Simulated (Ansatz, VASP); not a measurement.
# InAs3 in VASP and in Ansatz

```
In As
1.0
     4.62903    0.00000    0.00000
    -2.31451    4.00886    0.00000
     0.00000    0.00000    4.88546
In As
1 3
Direct
  0.00000 0.00000 0.00000
  0.00000 0.00000 0.50000
  0.33333 0.66667 0.00000
  0.66667 0.33333 0.00000
```

Alike in both runs: task single point; functional PBE; k mesh 6 × 6 × 4; occupations gaussian, width 0.1 eV; no spin polarisation.

|  | VASP | Ansatz |
| --- | --- | --- |
| version | VASP 6.6.1 | Ansatz 0.2.0 |
| potentials or method | VASP PAW PBE potentials, release 64 (In_d, As), cutoff 500 eV | scalar-relativistic, plane waves, PAW |
| valence electrons in the cell | 28 | 58 |

VASP gave:

| Item | Value |
| --- | --- |
| gap on the k mesh at the Fermi level (eV) | none |
| pressure (GPa) | 19.4 |
| traceless stress, the component that is largest in VASP (GPa) | -4.04 |

Task: What did Ansatz give for the same quantities?

Result: gap on the k mesh at the Fermi level (eV): none; pressure (GPa): 19.3; traceless stress, the component that is largest in VASP (GPa): -3.94.

A gap of «none» marks a metal or a gap that the smearing closes. VASP's potentials hold 28 valence electrons a cell and Ansatz's 58, so a difference there can come from the potentials and not from the codes.
